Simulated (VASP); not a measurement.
# Al2O3 (Pnnm) in VASP: single point with LDA

Aim: the single point of Al2O3 with LDA.

All numbers are computed with VASP 6.6.1; they aren't measurements. Logs are shortened: lines on timing, memory, paths and dates and some standing lists are left out, and cuts for length are marked.

**1. The cell of the first run**

It takes space group Pnnm (No. 58, orthorhombic). Conventional cell: a = 4.614 Å, b = 9.563 Å, c = 3.120 Å, α = 90.00°, β = 90.00°, γ = 90.00°. Within 2.2 Å of Al (site symmetry m) lie 4 O at 1.68 to 1.82 Å. Within 2.4 Å of O (site symmetry m) lie 3 Al at 1.82 Å. Within 2.2 Å of O (site symmetry 2/m) lie 2 Al at 1.68 Å.

**2. Single point, LDA**

Contents of INCAR:

```
SYSTEM = Al2O3
PREC     = Accurate       ! precision mode
ENCUT    = 520            ! plane-wave cutoff, eV
EDIFF    = 1E-7           ! SCF threshold, eV
ISMEAR   = 0              ! smearing method
SIGMA    = 0.01           ! smearing width, eV
LREAL    = .False.        ! projectors in reciprocal space
LASPH    = .True.         ! aspherical terms in the spheres
NELM     = 60             ! most SCF steps
ALGO     = Normal         ! electronic algorithm
ISIF     = 2              ! what is computed and relaxed
LWAVE    = .False.        ! write WAVECAR
LCHARG   = .False.        ! write CHGCAR
NBANDS   = 35             ! bands
```

Contents of KPOINTS:

```
Automatic mesh
0
Gamma
  6 4 8
  0 0 0
```

Contents of POSCAR:

```
Al2O3
1.0
    4.6137770000      0.0000000000      0.0000000000
    0.0000000000      9.5632790000      0.0000000000
    0.0000000000      0.0000000000      3.1198620000
Al O
4 6
Direct
    0.5170250000      0.3245730000      0.5000000000
    0.4829750000      0.6754270000      0.5000000000
    0.0170250000      0.1754270000      0.0000000000
    0.9829750000      0.8245730000      0.0000000000
    0.8763650000      0.2469500000      0.5000000000
    0.0000000000      0.0000000000      0.0000000000
    0.6236350000      0.7469500000      0.0000000000
    0.3763650000      0.2530500000      0.0000000000
    0.1236350000      0.7530500000      0.5000000000
    0.5000000000      0.5000000000      0.5000000000
```

Potentials or basis: VASP PAW LDA potentials, release 64 (Al, O).

Command:

```console
cat potpaw_LDA.64/Al/POTCAR potpaw_LDA.64/O/POTCAR > POTCAR
mpirun -np 1 vasp_std > vasp.out
```

OUTCAR:

```text
SYSTEM = Al2O3
   PREC = Accurate
   ENCUT = 520
   EDIFF = 1E-7
   ISMEAR = 0
   LREAL = .False.
   LASPH = .True.
   NELM = 60
   ISIF = 2

 ion  position               nearest neighbor table
   1  0.517  0.325  0.500-  10 1.68   5 1.82   8 1.82   8 1.82   3 3.13   3 3.13   3 3.13   3 3.13
                             2 3.36
   2  0.483  0.675  0.500-  10 1.68   9 1.82   7 1.82   7 1.82   4 3.13   4 3.13   4 3.13   4 3.13
                             1 3.36
   3  0.017  0.175  0.000-   6 1.68   8 1.82   5 1.82   5 1.82   1 3.13   1 3.13   1 3.13   1 3.13
                             4 3.36
   4  0.983  0.825  0.000-   6 1.68   7 1.82   9 1.82   9 1.82   2 3.13   2 3.13   2 3.13   2 3.13
                             3 3.36
   5  0.876  0.247  0.500-   1 1.82   3 1.82   3 1.82
   6  0.000  0.000  0.000-   3 1.68   4 1.68
   7  0.624  0.747  0.000-   4 1.82   2 1.82   2 1.82
   8  0.376  0.253  0.000-   3 1.82   1 1.82   1 1.82
   9  0.124  0.753  0.500-   2 1.82   4 1.82   4 1.82
  10  0.500  0.500  0.500-   1 1.68   2 1.68

  LATTYP: Found a simple orthorhombic cell.
 ALAT       =     3.1198620000
 B/A-ratio  =     1.4788400897
 C/A-ratio  =     3.0652891057

  Lattice vectors:

 A1 = (   0.0000000000,   0.0000000000,   3.1198620000)
 A2 = (   4.6137770000,   0.0000000000,   0.0000000000)
 A3 = (   0.0000000000,   9.5632790000,   0.0000000000)

Analysis of symmetry for initial positions (statically):
=====================================================================
 Subroutine PRICEL returns:
 Original cell was already a primitive cell.

 Routine SETGRP: Setting up the symmetry group for a
 simple orthorhombic supercell.

 Subroutine GETGRP returns: Found  8 space group operations
 (whereof  4 operations were pure point group operations)
 out of a pool of  8 trial point group operations.

The static configuration has the point symmetry C_2h.
 The point group associated with its full space group is D_2h.

Analysis of symmetry for dynamics (positions and initial velocities):
=====================================================================
 Subroutine PRICEL returns:
 Original cell was already a primitive cell.

 Routine SETGRP: Setting up the symmetry group for a
 simple orthorhombic supercell.

 Subroutine GETGRP returns: Found  8 space group operations
 (whereof  4 operations were pure point group operations)
 out of a pool of  8 trial point group operations.

The dynamic configuration has the point symmetry C_2h.
 The point group associated with its full space group is D_2h.
[... 124 lines left out ...]
   TEBEG  =    0.0;   TEEND  =   0.0 temperature during run
   PSTRESS=    0.0 pullay stress
   NELECT =      48.0000    total number of electrons
   NUPDOWN=      -1.0000    fix difference up-down
   EMIN   =  10.00;   EMAX   =-10.00  energy-range for DOS
   EFERMI =   0.00;   METHOD = LEGACY
   ISMEAR =     0;   SIGMA  =   0.01  broadening in eV -4-tet -1-fermi 0-gaus
   EFERMI_NEDOS =   21; number of points for ismear=-14 and -15
   IALGO  =     38    algorithm
   IMIX   =      4    mixing-type and parameters
     AMIX     =   0.40;   BMIX     =  1.00
     AMIX_MAG =   1.60;   BMIX_MAG =  1.00
  volume/ion in A,a.u.               =      13.77        92.90
  Fermi-wavevector in a.u.,A,eV,Ry     =   1.152274  2.177482 18.064926  1.327735
  Thomas-Fermi vector in A             =   2.288926
   LORBIT       =      0    0 simple, 1 ext, 2 COOP (PROOUT), +10 PAW based schemes
   GGA     = CA    functional components
   LHFCALC =     F    Hartree Fock is set to
   AEXX    =    0.0000 exact exchange contribution
   IVDW    =     0    specifies the selected vdW correction
   LEPSILON=     F    determine dielectric tensor
   LRPA    =     F    only Hartree local field effects (RPA)
 non-spin polarized calculation
 Gauss-broadening in eV      SIGMA  =   0.01
  energy-cutoff  :      520.00
  volume of cell :      137.66
 maximum number of plane-waves:      3737
 NGX is ok and might be reduce to    36
   NGX = 17   NGY = 35   NGZ = 11

 number of electron      48.0000029 magnetization

 Free energy of the ion-electron system (eV)
  ---------------------------------------------------
  ext. energy  EPLUGINS =         0.00000000
  ---------------------------------------------------
  free energy    TOTEN  =       -80.66371464 eV

  energy without entropy =      -80.66371464  energy(sigma->0) =      -80.66371464

 E-fermi :   1.5921     XC(G=0):  -9.3199

 val. band max:        1.5137531428   @ k =   0.0000   0.0000   0.0000
 cond. band min:       4.8648086646   @ k =   0.0000   0.0000   0.0000
 fundamental gap:      3.3510555218
 Fermi energy:         1.5921280796

 k-point     1 :       0.0000    0.0000    0.0000
  band No.  band energies     occupation
      1     -17.1440      2.00000
      2     -17.0656      2.00000
      3     -15.7603      2.00000
      4     -15.7306      2.00000
      5     -14.4959      2.00000
      6     -14.3725      2.00000
[... 901 lines left out ...]
     34      11.8482      0.00000
     35      12.0250      0.00000

 [... further k-points ...]

------------------------ aborting loop because EDIFF is reached ----------------------------------------

  FORCE on cell =-STRESS in cart. coord.  units (eV):
  Direction    XX          YY          ZZ          XY          YZ          ZX
  --------------------------------------------------------------------------------------
  -------------------------------------------------------------------------------------
  Total       -3.5382657     -3.4906231     -8.0788566      0.0000000      0.0000000      0.0000000
  in kB      -41.1815056    -40.6269977    -94.0289686      0.0000000      0.0000000      0.0000000
  external PRESSURE =     -58.6124906 kB  Pullay stress =       0.0000000 kB

 VOLUME and BASIS-vectors are now :
 -----------------------------------------------------------------------------
  energy-cutoff  :      520.00
  volume of cell :      137.66
      direct lattice vectors                 reciprocal lattice vectors
     4.613777000  0.000000000  0.000000000     0.216742162  0.000000000  0.000000000
     0.000000000  9.563279000  0.000000000     0.000000000  0.104566645  0.000000000
     0.000000000  0.000000000  3.119862000     0.000000000  0.000000000  0.320526998

 POSITION                                       TOTAL-FORCE (eV/Angst)
 -----------------------------------------------------------------------------------
      2.38544      3.10398      1.55993         0.078428     -0.055951      0.000000
      2.22834      6.45930      1.55993        -0.078428      0.055951     -0.000000
      0.07855      1.67766      0.00000         0.078428      0.055951      0.000000
      4.53523      7.88562      0.00000        -0.078428     -0.055951      0.000000
      4.04335      2.36165      1.55993        -0.193399     -0.016137      0.000000
      0.00000      0.00000      0.00000        -0.000000      0.000000      0.000000
      2.87731      7.14329      0.00000         0.193399     -0.016137     -0.000000
      1.73646      2.41999      0.00000        -0.193399      0.016137      0.000000
      0.57042      7.20163      1.55993         0.193399      0.016137      0.000000
      2.30689      4.78164      1.55993        -0.000000      0.000000      0.000000
 -----------------------------------------------------------------------------------
    total drift:                                0.000000     -0.000000     -0.000000

  FREE ENERGIE OF THE ION-ELECTRON SYSTEM (eV)
  ---------------------------------------------------
  free  energy   TOTEN  =       -80.6637146365 eV

  energy  without entropy=      -80.6637146365  energy(sigma->0) =      -80.66371464
```

OSZICAR:

```text
N       E                     dE             d eps       ncg     rms          rms(c)
DAV:   1     0.242403632754E+03    0.24240E+03   -0.22985E+04  4200   0.123E+03
DAV:   2    -0.726262725482E+02   -0.31503E+03   -0.30139E+03  5509   0.270E+02
DAV:   3    -0.926755957405E+02   -0.20049E+02   -0.19943E+02  5373   0.722E+01
DAV:   4    -0.928984104198E+02   -0.22281E+00   -0.22259E+00  5056   0.860E+00
DAV:   5    -0.929014647222E+02   -0.30543E-02   -0.30534E-02  5198   0.997E-01    0.202E+01
DAV:   6    -0.811038347458E+02    0.11798E+02   -0.45705E+01  4730   0.342E+01    0.772E+00
DAV:   7    -0.808627127841E+02    0.24112E+00   -0.10382E+00  4803   0.540E+00    0.384E+00
DAV:   8    -0.806877187417E+02    0.17499E+00   -0.11963E-01  5183   0.238E+00    0.128E+00
DAV:   9    -0.806616733485E+02    0.26045E-01   -0.30376E-02  5246   0.132E+00    0.240E-01
DAV:  10    -0.806630319897E+02   -0.13586E-02   -0.39312E-03  4635   0.319E-01    0.178E-01
DAV:  11    -0.806637589667E+02   -0.72698E-03   -0.15805E-03  4767   0.239E-01    0.721E-02
DAV:  12    -0.806636972644E+02    0.61702E-04   -0.51265E-04  5287   0.141E-01    0.165E-02
DAV:  13    -0.806637120007E+02   -0.14736E-04   -0.79861E-05  4641   0.473E-02    0.953E-03
DAV:  14    -0.806637146258E+02   -0.26251E-05   -0.79583E-06  4951   0.151E-02    0.321E-03
DAV:  15    -0.806637146365E+02   -0.10687E-07   -0.38690E-07  5056   0.376E-03
   1 F= -.80663715E+02 E0= -.80663715E+02  d E =-.662231E-31
```

stdout:

```text
POSCAR found type information on POSCAR AlO
 POSCAR found :  2 types and      10 ions
 scaLAPACK will be used
 LDA part: xc-table for (Slater(with rela. corr.)+CA(PZ))
 , standard interpolation
 POSCAR, INCAR and KPOINTS ok, starting setup
 FFT: planning ... GRIDC
 FFT: planning ... GRID_SOFT
 FFT: planning ... GRID
 WAVECAR not read
 entering main loop
```

It took 3 min on 1 thread of Intel Xeon Platinum 8259CL at 2.50GHz (Skylake/Cascade Lake), shared host; peak memory 0.32 GiB.

What came out:

```yaml
Free_energy: -80.6637 eV
Pressure: -5.9 GPa
Largest_force: 0.194 eV/Å
Band_gap_on_the_k_mesh: 3.35 eV
```

Forces in eV/Å, atoms in the order of the input:
```
Al   0.078 -0.056  0.000
Al  -0.078  0.056  0.000
Al   0.078  0.056  0.000
Al  -0.078 -0.056  0.000
O   -0.193 -0.016  0.000
O    0.000  0.000  0.000
O    0.193 -0.016  0.000
O   -0.193  0.016  0.000
O    0.193  0.016  0.000
O    0.000  0.000  0.000
```

Levels at points of the mesh, in eV from the valence-band top:
```tsv
k point	band 22	band 23	band 24	band 25	band 26	band 27
(0.00, 0.00, 0.00)	-0.52	-0.06	0.00	3.35	4.92	5.87
(0.50, 0.00, 0.00)	-0.89	-0.02	-0.02	5.82	5.82	6.33
(0.00, 0.50, 0.00)	-0.73	-0.03	-0.03	4.02	4.02	6.27
(0.50, 0.50, 0.00)	-0.81	-0.02	-0.02	5.81	5.81	6.26
(0.00, 0.00, 0.50)	-1.09	-0.72	-0.72	7.48	7.48	7.78
(0.50, 0.00, 0.50)	-1.24	-0.56	-0.56	6.66	6.66	7.81
(0.00, 0.50, 0.50)	-1.16	-0.62	-0.62	7.40	7.40	7.81
(0.50, 0.50, 0.50)	-1.06	-0.73	-0.73	6.86	6.86	7.85
```

Caveat: the stress differs along the axes, from -9 to -4 GPa.
